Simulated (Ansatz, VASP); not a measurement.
## Si in VASP and in Ansatz

POSCAR

```
Si
1.0
   -2.3713723045      2.3713723045      1.3292653899
    2.3713723045     -2.3713723045      1.3292653899
    2.3713723045      2.3713723045     -1.3292653899
Si
2
Direct
    0.2500000000      0.7500000000      0.5000000000
    0.5000000000      0.5000000000      0.0000000000
```

The input INCAR.step1:

```
SYSTEM = Si
  PREC = Accurate
  ENCUT = 520
  ISMEAR = 0
  SIGMA = 0.15
  LREAL = .FALSE.
  LASPH = .TRUE.
  NELM = 100
  NBANDS = 11
  GGA = PE
  ALGO = Normal
  EDIFF = 1E-4
  LWAVE = .TRUE.
  LCHARG = .FALSE.
```

The input INCAR.step2:

```
SYSTEM = Si
  PREC = Accurate
  ENCUT = 520
  EDIFF = 1E-6
  ISMEAR = 0
  SIGMA = 0.15
  LREAL = .FALSE.
  LASPH = .TRUE.
  NELM = 100
  ALGO = Normal
  ISIF = 2
  LWAVE = .FALSE.
  LCHARG = .FALSE.
  METAGGA = R2SCAN
  LMIXTAU = .TRUE.
  NBANDS = 11
  ISTART = 1
```

File KPOINTS:

```
Automatic mesh
0
G
  22 22 22
  0 0 0
```

Input for Ansatz:

```yaml
crystal:
  lattice:
    - [-2.3713723045, 2.3713723045, 1.3292653899]
    - [2.3713723045, -2.3713723045, 1.3292653899]
    - [2.3713723045, 2.3713723045, -1.3292653899]
  atoms:
    - { symbol: Si, position: [0.25, 0.75, 0.5] }
    - { symbol: Si, position: [0.5, 0.5, 0.0] }
basis:
  ecutwfc: 500
kpoints:
  mp_grid: { grid: [22, 22, 22] }
hamiltonian:
  xc: r2scan
scf:
  occupations: { method: gaussian, width: 0.15 }
output:
  forces: true
  stress: true
  eigenvalues: true
  write_density: true
  write_potential: true
  elf: true
  volumetric_format: npy
```

Alike in both runs: task single point; functional r2SCAN; k mesh 22 × 22 × 22; occupations gaussian, width 0.15 eV; no spin polarisation.

|  | VASP | Ansatz |
| --- | --- | --- |
| version | VASP 6.6.1 | Ansatz 0.2.0 |
| potentials or method | VASP PAW PBE potentials, release 64 (Si), cutoff 520 eV | scalar-relativistic, plane waves, PAW |
| valence electrons in the cell | 8 | 8 |

VASP gave:

```
gap on the k mesh at the Fermi level (eV)                     : none
pressure (GPa)                                                : 2.4
traceless stress, the component that is largest in VASP (GPa) : -0.80
```

Problem. Which values does Ansatz return?

Solution. gap on the k mesh at the Fermi level (eV): none; pressure (GPa): 2.5; traceless stress, the component that is largest in VASP (GPa): -0.89.

VASP's potentials were made for PBE, not for r2SCAN. A gap of «none» marks a metal or a gap that the smearing closes.
